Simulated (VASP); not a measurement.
# CdS (P6_3mc) in VASP: further runs, part 2 of 3

VASP 6.6.1. The steps go on from the part before.

## (3) Single point, PBE (strain -2.0%)

Contents of INCAR:

```
SYSTEM = CdS
  PREC = Accurate
  ENCUT = 520
  EDIFF = 1E-6
  ISMEAR = -1
  SIGMA = 0.02
  LREAL = .False.
  LASPH = .True.
  NELM = 100
  ALGO = Normal
  ISIF = 2
  LWAVE = .False.
  LCHARG = .False.
  GGA = PE
  NBANDS = 26
```

Contents of KPOINTS:

```
Automatic mesh
0
Gamma
  12 12 4
  0 0 0
```

Contents of POSCAR:

```
CdS
1.0
    4.0813092571      0.0000000000      0.0000000000
   -2.0406546285      3.5345174973      0.0000000000
    0.0000000000      0.0000000000      6.6306902802
Cd S
2 2
Direct
    0.3333333333      0.6666666667     -0.0009631164
    0.6666666667      0.3333333333      0.4990368836
    0.3333333333      0.6666666667      0.3759631164
    0.6666666667      0.3333333333      0.8759631164
```

Potentials or basis: VASP PAW PBE potentials, release 64 (Cd, S).

Started as:

```bash
> cat potpaw_PBE.64/Cd/POTCAR potpaw_PBE.64/S/POTCAR > POTCAR
> mpirun -np 1 vasp_std > vasp.out
```

OUTCAR:

```text
SYSTEM = CdS
   PREC = Accurate
   ENCUT = 520
   EDIFF = 1E-6
   ISMEAR = -1
   LREAL = .False.
   LASPH = .True.
   NELM = 100
   ISIF = 2
   GGA = PE

 ion  position               nearest neighbor table
   1  0.333  0.667  0.999-   4 2.49   4 2.49   4 2.49   3 2.50
   2  0.667  0.333  0.499-   3 2.49   3 2.49   3 2.49   4 2.50
   3  0.333  0.667  0.376-   2 2.49   2 2.49   2 2.49   1 2.50
   4  0.667  0.333  0.876-   1 2.49   1 2.49   1 2.49   2 2.50

  LATTYP: Found a hexagonal cell.
 ALAT       =     4.0813092571
 C/A-ratio  =     1.6246478428

  Lattice vectors:

 A1 = (   4.0813092571,   0.0000000000,   0.0000000000)
 A2 = (  -2.0406546285,   3.5345174973,   0.0000000000)
 A3 = (   0.0000000000,   0.0000000000,   6.6306902802)

Analysis of symmetry for initial positions (statically):
=====================================================================
 Subroutine PRICEL returns:
 Original cell was already a primitive cell.

 Routine SETGRP: Setting up the symmetry group for a
 hexagonal supercell.

 Subroutine GETGRP returns: Found 12 space group operations
 (whereof  6 operations were pure point group operations)
 out of a pool of 24 trial point group operations.

The static configuration has the point symmetry C_3v.
 The point group associated with its full space group is C_6v.

Analysis of symmetry for dynamics (positions and initial velocities):
=====================================================================
 Subroutine PRICEL returns:
 Original cell was already a primitive cell.

 Routine SETGRP: Setting up the symmetry group for a
 hexagonal supercell.

 Subroutine GETGRP returns: Found 12 space group operations
 (whereof  6 operations were pure point group operations)
 out of a pool of 24 trial point group operations.

The dynamic configuration has the point symmetry C_3v.
[... 113 lines left out ...]
   TEBEG  =    0.0;   TEEND  =   0.0 temperature during run
   PSTRESS=    0.0 pullay stress
   NELECT =      36.0000    total number of electrons
   NUPDOWN=      -1.0000    fix difference up-down
   EMIN   =  10.00;   EMAX   =-10.00  energy-range for DOS
   EFERMI =   0.00;   METHOD = LEGACY
   ISMEAR =    -1;   SIGMA  =   0.02  broadening in eV -4-tet -1-fermi 0-gaus
   EFERMI_NEDOS =   21; number of points for ismear=-14 and -15
   IALGO  =     38    algorithm
   IMIX   =      4    mixing-type and parameters
     AMIX     =   0.40;   BMIX     =  1.00
     AMIX_MAG =   1.60;   BMIX_MAG =  1.00
  volume/ion in A,a.u.               =      23.91       161.37
  Fermi-wavevector in a.u.,A,eV,Ry     =   1.181987  2.233632 19.008623  1.397094
  Thomas-Fermi vector in A             =   2.318250
   LORBIT       =      0    0 simple, 1 ext, 2 COOP (PROOUT), +10 PAW based schemes
   GGA     = PE    functional components
   LHFCALC =     F    Hartree Fock is set to
   AEXX    =    0.0000 exact exchange contribution
   IVDW    =     0    specifies the selected vdW correction
   LEPSILON=     F    determine dielectric tensor
   LRPA    =     F    only Hartree local field effects (RPA)
 non-spin polarized calculation
  energy-cutoff  :      520.00
  volume of cell :       95.65
 maximum number of plane-waves:      2610
   NGX = 15   NGY = 15   NGZ = 25

 number of electron      36.0000022 magnetization

 Free energy of the ion-electron system (eV)
  ---------------------------------------------------
  ext. energy  EPLUGINS =         0.00000000
  ---------------------------------------------------
  free energy    TOTEN  =       -12.14470340 eV

  energy without entropy =      -12.14470340  energy(sigma->0) =      -12.14470340

 E-fermi :   2.0361     XC(G=0):  -9.3174

 val. band max:        1.6337216234   @ k =   0.0000   0.0000   0.0000
 cond. band min:       2.9510126141   @ k =   0.0000   0.0000   0.0000
 fundamental gap:      1.3172909907
 Fermi energy:         2.0361455987

 k-point     1 :       0.0000    0.0000    0.0000
  band No.  band energies     occupation
      1     -10.9722      2.00000
      2     -10.5032      2.00000
      3      -6.2113      2.00000
      4      -6.2058      2.00000
      5      -6.2058      2.00000
      6      -6.1127      2.00000
[... 685 lines left out ...]
     25       9.6288      0.00000
     26      10.8266      0.00000

 [... further k-points ...]
[... 5 lines left out ...]
  --------------------------------------------------------------------------------------
  -------------------------------------------------------------------------------------
  Total        3.5200239      3.5200239      3.5696506      0.0000000     -0.0000000      0.0000000
  in kB       58.9614029     58.9614029     59.7926648      0.0000000     -0.0000000      0.0000000
  external PRESSURE =      59.2384902 kB  Pullay stress =       0.0000000 kB

 VOLUME and BASIS-vectors are now :
 -----------------------------------------------------------------------------
  energy-cutoff  :      520.00
  volume of cell :       95.65
      direct lattice vectors                 reciprocal lattice vectors
     4.081309257  0.000000000  0.000000000     0.245019413  0.141462024  0.000000000
    -2.040654629  3.534517497  0.000000000     0.000000000  0.282924049  0.000000000
     0.000000000  0.000000000  6.630690280     0.000000000  0.000000000  0.150813861

 POSITION                                       TOTAL-FORCE (eV/Angst)
 -----------------------------------------------------------------------------------
     -0.00000      2.35634      6.62430         0.000000      0.000000      0.004892
      2.04065      1.17817      3.30896        -0.000000      0.000000      0.004892
     -0.00000      2.35634      2.49289        -0.000000      0.000000     -0.004892
      2.04065      1.17817      5.80824         0.000000     -0.000000     -0.004892
 -----------------------------------------------------------------------------------
    total drift:                                0.000000      0.000000      0.001519

  FREE ENERGIE OF THE ION-ELECTRON SYSTEM (eV)
  ---------------------------------------------------
  free  energy   TOTEN  =       -12.1447033953 eV

  energy  without entropy=      -12.1447033953  energy(sigma->0) =      -12.14470340
```

OSZICAR:

```text
N       E                     dE             d eps       ncg     rms          rms(c)
DAV:   1     0.253177594300E+03    0.25318E+03   -0.17724E+04  2972   0.128E+03
DAV:   2     0.385026443837E+00   -0.25279E+03   -0.24401E+03  3236   0.324E+02
DAV:   3    -0.130854778737E+02   -0.13471E+02   -0.13393E+02  3588   0.757E+01
DAV:   4    -0.132196077949E+02   -0.13413E+00   -0.13402E+00  3356   0.732E+00
DAV:   5    -0.132216659848E+02   -0.20582E-02   -0.20581E-02  3560   0.899E-01    0.125E+01
DAV:   6    -0.121707243673E+02    0.10509E+01   -0.18496E+00  3938   0.147E+01    0.966E+00
DAV:   7    -0.121524236357E+02    0.18301E-01   -0.83690E-01  3102   0.490E+00    0.393E+00
DAV:   8    -0.121454393734E+02    0.69843E-02   -0.11231E-01  3216   0.338E+00    0.653E-01
DAV:   9    -0.121445142043E+02    0.92517E-03   -0.17236E-02  3226   0.170E+00    0.198E-01
DAV:  10    -0.121445586772E+02   -0.44473E-04   -0.14598E-03  3224   0.437E-01    0.111E-01
DAV:  11    -0.121446728696E+02   -0.11419E-03   -0.28867E-04  3308   0.115E-01    0.821E-02
DAV:  12    -0.121446919734E+02   -0.19104E-04   -0.18121E-04  3172   0.113E-01    0.242E-02
DAV:  13    -0.121447035418E+02   -0.11568E-04   -0.33571E-05  3104   0.406E-02    0.912E-03
DAV:  14    -0.121447033953E+02    0.14651E-06   -0.40733E-06  3082   0.145E-02
   1 F= -.12144703E+02 E0= -.12144703E+02  d E =-.700633E-11
```

stdout:

```text
POSCAR found type information on POSCAR CdS
 POSCAR found :  2 types and       4 ions
 scaLAPACK will be used
 LDA part: xc-table for (Slater+PW92), standard interpolation
 POSCAR, INCAR and KPOINTS ok, starting setup
 FFT: planning ... GRIDC
 FFT: planning ... GRID_SOFT
 FFT: planning ... GRID
 WAVECAR not read
 entering main loop
```

It took 3.4 min on 1 thread of Intel Xeon 8259CL, shared host; peak memory 0.27 GiB.

What came out:

| Item | Value |
| --- | --- |
| Free energy | -12.1447 eV |
| Pressure | 5.9 GPa |
| Largest force | 0.005 eV/Å |
| Band gap on the k mesh | 1.32 eV |

Forces on the atoms (eV/Å):
```
Cd   0.000  0.000  0.005
Cd   0.000  0.000  0.005
S    0.000  0.000 -0.005
S    0.000  0.000 -0.005
```

Caveat: the cell differs from its parent crystal (strain -2.0%); the cell stands under pressure. A k mesh can miss the band edges.

(Part 2 of 3 ends here.)
